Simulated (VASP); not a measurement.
Here is a VASP 6.6.1 calculation.

The input INCAR:

```
PREC = Accurate
ENCUT = 520
EDIFF = 1E-8
ISMEAR = -1
SIGMA = 0.05
LREAL = False
LASPH = True
NELM = 100
ALGO = Normal
ISIF = 2
LWAVE = False
LCHARG = False
GGA = PS
LEFG = True
NBANDS = 18
```

KPOINTS

```
regular mesh
0
Gamma
  13 13 10
```

POSCAR

```
CuAu
1.0
    2.8549159028      0.0000000000      0.0000000000
    0.0000000000      2.8549159028      0.0000000000
    0.0000000000      0.0000000000      3.7419790583
Cu Au
1 1
Direct
    0.5000000000      0.5000000000      0.5000000000
    0.0000000000      0.0000000000      0.0000000000
```

Potentials or basis: VASP PAW PBE potentials, release 64 (Cu, Au).

Command:

```bash
$ cat potpaw_PBE.64/Cu/POTCAR potpaw_PBE.64/Au/POTCAR > POTCAR
$ mpirun -np 1 vasp_std > vasp.out
```

Q: What does it give for the pressure?

A: -9.9 GPa.

Q: What does it give for the band gap on the k mesh?

A: Zero (bands 11 and 12 overlap by 6.08 eV).

Electric field gradients, principal values (V/Å²):
```tsv
atom	least	middle	greatest (by size)
1 Cu	6.122	6.122	-12.244
2 Au	-34.049	-34.049	68.099
```

Caveat: the cell stands under tension; without QUAD_EFG the Cq values of the log hold for a quadrupole moment of 1 mb, not for the nuclei; the PAW data sets were made with another functional, which shifts forces and pressure a little; spin-orbit coupling is left out, which moves the levels of the heavy elements.
